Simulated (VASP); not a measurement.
# TePb (Fm-3m) in VASP: elastic constants with PBE

Aim: the elastic constants of TePb with PBE.

All numbers are computed with VASP 6.6.1; they aren't measurements. Logs are shortened: lines on timing, memory, paths and dates and some standing lists are left out, and cuts for length are marked.

### Step 1. The cell of the first run

Symmetry: Fm-3m, No. 225, cubic system. The conventional cell has a = 6.572 Å, b = 6.572 Å, c = 6.572 Å, α = 90.00°, β = 90.00°, γ = 90.00°. Within 4.3 Å of Te (site symmetry m-3m) lie 6 Pb at 3.29 Å. Within 4.3 Å of Pb (site symmetry m-3m) lie 6 Te at 3.29 Å.

### Step 2. Elastic constants, PBE

Contents of INCAR:

```
SYSTEM = TePb
PREC = Accurate
ENCUT = 600
EDIFF = 1E-8
ISMEAR = 0
SIGMA = 0.01
LREAL = .False.
LASPH = .True.
NELM = 80
ALGO = Normal
ISIF = 3
LWAVE = .False.
LCHARG = .False.
GGA = PE
IBRION = 6
NFREE = 2
POTIM = 0.015
NSW = 1
```

Contents of KPOINTS:

```
Automatic mesh
0
Gamma
  6 6 6
  0 0 0
```

Contents of POSCAR:

```
TePb
1.0
    0.0000000000      3.2860548742      3.2860548742
    3.2860548742      0.0000000000      3.2860548742
    3.2860548742      3.2860548742      0.0000000000
Te Pb
1 1
Direct
    0.5000000000      0.5000000000      0.5000000000
    0.0000000000      0.0000000000      0.0000000000
```

Potentials or basis: VASP PAW PBE potentials, release 64 (Te, Pb_d).

On the command line:

```console
> cat potpaw_PBE.64/Te/POTCAR potpaw_PBE.64/Pb_d/POTCAR > POTCAR
> mpirun -np 1 vasp_std > vasp.out
```

OUTCAR:

```text
SYSTEM = TePb
   PREC = Accurate
   ENCUT = 600
   EDIFF = 1E-8
   ISMEAR = 0
   LREAL = .False.
   LASPH = .True.
   NELM = 80
   ISIF = 3
   GGA = PE
   IBRION = 6
   NFREE = 2
   POTIM = 0.015
   NSW = 1

 ion  position               nearest neighbor table
   1  0.500  0.500  0.500-   2 3.29   2 3.29   2 3.29   2 3.29   2 3.29   2 3.29
   2  0.000  0.000  0.000-   1 3.29   1 3.29   1 3.29   1 3.29   1 3.29   1 3.29

  LATTYP: Found a face centered cubic cell.
 ALAT       =     6.5721097484

  Lattice vectors:

 A1 = (   0.0000000000,   3.2860548742,   3.2860548742)
 A2 = (   3.2860548742,   0.0000000000,   3.2860548742)
 A3 = (   3.2860548742,   3.2860548742,   0.0000000000)

Analysis of symmetry for initial positions (statically):
=====================================================================
 Subroutine PRICEL returns:
 Original cell was already a primitive cell.

 Routine SETGRP: Setting up the symmetry group for a
 face centered cubic supercell.

 Subroutine GETGRP returns: Found 48 space group operations
 (whereof 48 operations were pure point group operations)
 out of a pool of 48 trial point group operations.

The static configuration has the point symmetry O_h .

Analysis of symmetry for dynamics (positions and initial velocities):
=====================================================================
 Subroutine PRICEL returns:
 Original cell was already a primitive cell.

 Routine SETGRP: Setting up the symmetry group for a
 face centered cubic supercell.

 Subroutine GETGRP returns: Found 48 space group operations
 (whereof 48 operations were pure point group operations)
 out of a pool of 48 trial point group operations.

The dynamic configuration has the point symmetry O_h .

 Subroutine INISYM returns: Found 48 space group operations
 (whereof 48 operations are pure point group operations),
 and found     1 'primitive' translations

----------------------------------------------------------------------------------------

                                     Primitive cell

  volume of cell :      70.9667

  direct lattice vectors                    reciprocal lattice vectors
     0.000000000  3.286054874  3.286054874    -0.152158141  0.152158141  0.152158141
     3.286054874  0.000000000  3.286054874     0.152158141 -0.152158141  0.152158141
     3.286054874  3.286054874  0.000000000     0.152158141  0.152158141 -0.152158141

  length of vectors
     4.647183370  4.647183370  4.647183370     0.263545631  0.263545631  0.263545631

  position of ions in fractional coordinates (direct lattice)
     0.500000000  0.500000000  0.500000000
     0.000000000  0.000000000  0.000000000

  ion indices of the primitive-cell ions
   primitive index   ion index
                 1           1
                 2           2

----------------------------------------------------------------------------------------

 KPOINTS: Automatic mesh

Automatic generation of k-mesh.
 Grid dimensions read from file:
 generate k-points for:    6    6    6

 Generating k-lattice:

  Cartesian coordinates                     Fractional coordinates (reciprocal lattice)
    -0.025359690  0.025359690  0.025359690     0.166666667  0.000000000  0.000000000
     0.025359690 -0.025359690  0.025359690     0.000000000  0.166666667  0.000000000
     0.025359690  0.025359690 -0.025359690     0.000000000  0.000000000  0.166666667

  Length of vectors
     0.043924272  0.043924272  0.043924272

  Shift w.r.t. Gamma in fractional coordinates (k-lattice)
     0.000000000  0.000000000  0.000000000

 Subroutine IBZKPT returns following result:
 ===========================================

 Found     16 irreducible k-points:

 Following reciprocal coordinates:
            Coordinates               Weight
  0.000000  0.000000  0.000000      1.000000
  0.166667  0.000000  0.000000      8.000000
  0.333333  0.000000  0.000000      8.000000
  0.500000  0.000000  0.000000      4.000000
  0.166667  0.166667  0.000000      6.000000
[... 50 lines left out ...]
  volume/ion in A,a.u.               =      35.48       239.45
  Fermi-wavevector in a.u.,A,eV,Ry     =   1.073330  2.028300 15.674425  1.152038
  Thomas-Fermi vector in A             =   2.209126
   LORBIT       =      0    0 simple, 1 ext, 2 COOP (PROOUT), +10 PAW based schemes
   GGA     = PE    functional components
   LHFCALC =     F    Hartree Fock is set to
   AEXX    =    0.0000 exact exchange contribution
   IVDW    =     0    specifies the selected vdW correction
   LEPSILON=     F    determine dielectric tensor
   LRPA    =     F    only Hartree local field effects (RPA)
 finite differences with symmetry
 non-spin polarized calculation
 Gauss-broadening in eV      SIGMA  =   0.01
  energy-cutoff  :      600.00
  volume of cell :       70.97
 maximum number of plane-waves:      2421
 NGX is ok and might be reduce to    40
   NGX = 19   NGY = 19   NGZ = 19

--------------------------------------- Ionic step        1  -------------------------------------------

 number of electron      20.0000002 magnetization

 Free energy of the ion-electron system (eV)
  ---------------------------------------------------
  ext. energy  EPLUGINS =         0.00000000
  ---------------------------------------------------
  free energy    TOTEN  =        -7.52388787 eV

  energy without entropy =       -7.52388787  energy(sigma->0) =       -7.52388787

------------------------ aborting loop because EDIFF is reached ----------------------------------------

  FORCE on cell =-STRESS in cart. coord.  units (eV):
  Direction    XX          YY          ZZ          XY          YZ          ZX
  --------------------------------------------------------------------------------------
  -------------------------------------------------------------------------------------
  Total       -0.0265358     -0.0265358     -0.0265358      0.0000000      0.0000000      0.0000000
  in kB       -0.5990859     -0.5990859     -0.5990859      0.0000000      0.0000000      0.0000000
  external PRESSURE =      -0.5990859 kB  Pullay stress =       0.0000000 kB
[... 89 lines left out ...]
  FREE ENERGIE OF THE ION-ELECTRON SYSTEM (eV)
  ---------------------------------------------------
  free  energy   TOTEN  =        -7.5187633939 eV

  energy  without entropy=       -7.5187633939  energy(sigma->0) =       -7.51876339

[... ionic steps 4 to 14 ...]

--------------------------------------- Ionic step       15  -------------------------------------------

 number of electron      20.0000002 magnetization

------------------------ aborting loop because EDIFF is reached ----------------------------------------
[... 67 lines left out ...]
--------------------------------------- Ionic step       17  -------------------------------------------

 number of electron      20.0000001 magnetization

 Free energy of the ion-electron system (eV)
  ---------------------------------------------------
  ext. energy  EPLUGINS =         0.00000000
  ---------------------------------------------------
  free energy    TOTEN  =        -7.52388616 eV

  energy without entropy =       -7.52388616  energy(sigma->0) =       -7.52388616

 E-fermi :   5.0485     XC(G=0):  -9.0741

 val. band max:        4.9782371150   @ k =   0.5000   0.0000   0.0000
 cond. band min:       5.8137543722   @ k =   0.5000   0.0000   0.0000
 fundamental gap:      0.8355172572
 Fermi energy:         5.0484754205

 k-point     1 :       0.0000    0.0000    0.0000
  band No.  band energies     occupation
      1     -11.6628      2.00000
      2     -11.6628      2.00000
      3     -11.6573      2.00000
      4     -11.6572      2.00000
      5     -11.6572      2.00000
      6      -6.6253      2.00000
      7      -0.7347      2.00000
      8       3.8280      2.00000
      9       3.8285      2.00000
     10       3.8285      2.00000
     11       9.0020      0.00000
     12       9.0020      0.00000
     13       9.0035      0.00000
     14      10.8973      0.00000
[... 377 lines left out ...]
      1     -11.6906      2.00000
      2     -11.6654      2.00000
      3     -11.6534      2.00000
      4     -11.6453      2.00000
      5     -11.6413      2.00000
      6      -5.0700      2.00000
      7      -2.9774      2.00000
      8       1.5056      2.00000
      9       3.2872      2.00000
     10       3.5094      2.00000
     11       7.8654      0.00000
     12       7.9740      0.00000
     13      10.3518      0.00000
     14      11.1406      0.00000

 [... further k-points ...]

------------------------ aborting loop because EDIFF is reached ----------------------------------------

  FORCE on cell =-STRESS in cart. coord.  units (eV):
  Direction    XX          YY          ZZ          XY          YZ          ZX
  --------------------------------------------------------------------------------------
  -------------------------------------------------------------------------------------
  Total       -0.0234324     -0.0265811     -0.0265811     -0.0000000      0.0000000      0.0000000
  in kB       -0.5290202     -0.6001082     -0.6001082     -0.0000000      0.0000000      0.0000000
  external PRESSURE =      -0.5764122 kB  Pullay stress =       0.0000000 kB
[... 17 lines left out ...]
  FREE ENERGIE OF THE ION-ELECTRON SYSTEM (eV)
  ---------------------------------------------------
  free  energy   TOTEN  =        -7.5238861569 eV

  energy  without entropy=       -7.5238861569  energy(sigma->0) =       -7.52388616

 INTERNAL STRAIN TENSORS FROM STRAINED CELLS
 ============================================

 INTERNAL STRAIN TENSOR FOR ION    1 for displacements in x,y,z  (eV/Angst):
          X           Y           Z          XY          YZ          ZX
  --------------------------------------------------------------------------------
  x     0.00000     0.00000    -0.00000     0.00000    -0.00000     0.00000
  y     0.00000     0.00000     0.00000    -0.00000     0.00000     0.00000
  z    -0.00000     0.00000     0.00000     0.00000    -0.00000     0.00000

 INTERNAL STRAIN TENSORS FROM DISPLACED ATOMS
 ============================================

 INTERNAL STRAIN TENSOR FOR ION    1 for displacements in x,y,z  (eV/Angst):
          X           Y           Z          XY          YZ          ZX
  --------------------------------------------------------------------------------
  x     0.00000     0.00000     0.00000     0.00000     0.00000     0.00000
  y     0.00000     0.00000     0.00000     0.00000     0.00000     0.00000
  z     0.00000     0.00000     0.00000     0.00000     0.00000     0.00000

 INTERNAL STRAIN TENSOR FOR ION    2 for displacements in x,y,z  (eV/Angst):
          X           Y           Z          XY          YZ          ZX
  --------------------------------------------------------------------------------
  x     0.00000     0.00000     0.00000     0.00000     0.00000     0.00000
  y     0.00000     0.00000     0.00000     0.00000     0.00000     0.00000
  z     0.00000     0.00000     0.00000     0.00000     0.00000     0.00000

 Eigenvectors and eigenvalues of the dynamical matrix
 ----------------------------------------------------

   1 f  =    0.184044 THz     1.156384 2PiTHz    6.139054 cm-1     0.761145 meV
             X         Y         Z           dx          dy          dz
      3.286055  3.286055  3.286055     0.000000    0.695944    0.000000
      0.000000  0.000000  0.000000     0.000000   -0.718096    0.000000
[... 21 lines left out ...]
   6 f/i=    0.025128 THz     0.157881 2PiTHz    0.838165 cm-1     0.103919 meV
             X         Y         Z           dx          dy          dz
      3.286055  3.286055  3.286055     0.000000    0.000000    0.718096
      0.000000  0.000000  0.000000     0.000000    0.000000    0.695944

--------------------------------------------------------------------------------------------------------

 ELASTIC MODULI CONTR FROM IONIC RELAXATION (kBar)
 Direction    XX          YY          ZZ          XY          YZ          ZX
 --------------------------------------------------------------------------------
 XX           0.0000      0.0000      0.0000      0.0000      0.0000      0.0000
 YY           0.0000      0.0000      0.0000      0.0000      0.0000      0.0000
 ZZ           0.0000      0.0000      0.0000      0.0000      0.0000      0.0000
 XY           0.0000      0.0000      0.0000      0.0000      0.0000      0.0000
 YZ           0.0000      0.0000      0.0000      0.0000      0.0000      0.0000
 ZX           0.0000      0.0000      0.0000      0.0000      0.0000      0.0000
 --------------------------------------------------------------------------------

 TOTAL ELASTIC MODULI (kBar)
 Direction    XX          YY          ZZ          XY          YZ          ZX
 --------------------------------------------------------------------------------
 XX        1041.9140     60.4978     60.4978     -0.0000      0.0000      0.0000
 YY          60.4978   1041.9140     60.4978      0.0000     -0.0000      0.0000
 ZZ          60.4978     60.4978   1041.9140      0.0000      0.0000      0.0000
 XY          -0.0000      0.0000      0.0000    142.2766      0.0000      0.0000
 YZ           0.0000     -0.0000      0.0000      0.0000    142.2766      0.0000
 ZX           0.0000      0.0000      0.0000      0.0000      0.0000    142.2766
 --------------------------------------------------------------------------------
```

Run time: 28 min. Hardware: 1 thread of Intel Xeon 8259CL, shared host; peak memory 0.35 GiB.

Results:

* Elastic constants C11, C12, C44: 104, 6, 14 GPa
* Voigt bulk modulus: 39 GPa
* Highest phonon frequency at Γ, LO-TO splitting left out: 6 cm⁻¹

Phonon frequencies in cm⁻¹ (negative: imaginary):
| q point | frequencies |
| --- | --- |
| (0.000, 0.000, 0.000) | -1 -1 -1 6 6 6 |

Elastic tensor in Voigt notation (GPa, in the Cartesian axes of the cell as first typed):
```
104   6   6   0   0   0
  6 104   6   0   0   0
  6   6 104   0   0   0
  0   0   0  14   0   0
  0   0   0   0  14   0
  0   0   0   0   0  14
```

Clamped-ion elastic tensor (GPa):
```
104   6   6   0   0   0
  6 104   6   0   0   0
  6   6 104   0   0   0
  0   0   0  14   0   0
  0   0   0   0  14   0
  0   0   0   0   0  14
```

Caveat: spin-orbit coupling is left out, which moves the levels of the heavy elements.
